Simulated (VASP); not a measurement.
A run of VASP 6.6.1:

POSCAR

```
ZnCu3
1.0
    2.6148699492      0.0000000000      0.0000000000
   -1.3074349746      2.2645438036      0.0000000000
    0.0000000000      0.0000000000      8.4500191545
Zn Cu
1 3
Direct
    0.6666666667      0.3333333333      0.0000000000
    0.6666666667      0.3333333333      0.5000000000
    0.3333333333      0.6666666667      0.2548694969
    0.3333333333      0.6666666667      0.7451305031
```

File INCAR.step1:

```
  PREC = Accurate
  ENCUT = 520
  ISMEAR = 0
  SIGMA = 0.1
  LREAL = F
  LASPH = T
  NELM = 80
  NBANDS = 30
  GGA = PE
  ALGO = Normal
  EDIFF = 1E-4
  LWAVE = T
  LCHARG = F
```

File INCAR.step2:

```
  PREC = Accurate
  ENCUT = 520
  EDIFF = 1E-6
  ISMEAR = 0
  SIGMA = 0.1
  LREAL = F
  LASPH = T
  NELM = 80
  ALGO = Normal
  ISIF = 2
  LWAVE = F
  LCHARG = F
  METAGGA = R2SCAN
  LMIXTAU = T
  NBANDS = 30
  ISTART = 1
```

KPOINTS

```
regular mesh
0
Gamma
  18 18 6
```

Potentials or basis: VASP PAW PBE potentials, release 64 (Zn, Cu).

Launch:

```bash
$ cat potpaw_PBE.64/Zn/POTCAR potpaw_PBE.64/Cu/POTCAR > POTCAR
$ cp INCAR.step1 INCAR
$ mpirun -np 1 vasp_std > vasp.out
$ cp INCAR.step2 INCAR
$ mpirun -np 1 vasp_std > vasp.out
```

Hardware: 1 thread of AMD EPYC 9R45 96-Core Processor (Zen 5) (shared host).

Question: Estimate the wall time of this run.

Answer: Wall time 7.9 min on 1 thread of AMD EPYC 9R45 96-Core Processor (Zen 5), on a shared host, peak memory 0.28 GiB. Counts: k points 148.
